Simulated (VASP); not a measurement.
A run of VASP 6.6.1 is set up as follows.

POSCAR

```
ZnSe
1.0
    0.0000000000      2.8213465331      2.8213465331
    2.8213465331      0.0000000000      2.8213465331
    2.8213465331      2.8213465331      0.0000000000
Zn Se
1 1
Direct
    0.0000000000      0.0000000000      0.0000000000
    0.2500000000      0.2500000000      0.2500000000
```

The input INCAR.step1:

```
ALGO = Normal
EDIFF = 1E-5
ENCUT = 520
GGA = PE
ISIF = 2
ISMEAR = -1
LASPH = T
LCHARG = F
LREAL = F
LWAVE = T
NBANDS = 16
NELM = 80
PREC = Accurate
SIGMA = 0.05
```

The input INCAR.step2:

```
ALGO = Normal
EDIFF = 1E-7
ENCUT = 520
GGA = PE
HFSCREEN = 0.2079
ISIF = 2
ISMEAR = -1
ISTART = 1
LASPH = T
LCHARG = F
LHFCALC = T
LREAL = F
LWAVE = F
NBANDS = 16
NELM = 80
PREC = Accurate
PRECFOCK = Normal
SIGMA = 0.05
```

Contents of KPOINTS:

```
k-points
0
Gamma
  4 4 4
```

Potentials or basis: VASP PAW PBE potentials, release 64 (Zn, Se).

Run with:

```sh
$ cat potpaw_PBE.64/Zn/POTCAR potpaw_PBE.64/Se/POTCAR > POTCAR
$ cp INCAR.step1 INCAR
$ mpirun -np 1 vasp_std > vasp.out
$ cp INCAR.step2 INCAR
$ mpirun -np 1 vasp_std > vasp.out
```

(1) Predict the band gap on the k mesh.

(2) Predict the pressure.

Results:

(1) 2.49 eV.

(2) 2.4 GPa.

Caveat: the k points lie up to 0.48 Å⁻¹ apart; the PAW data sets were made with another functional, which shifts forces and pressure a little.
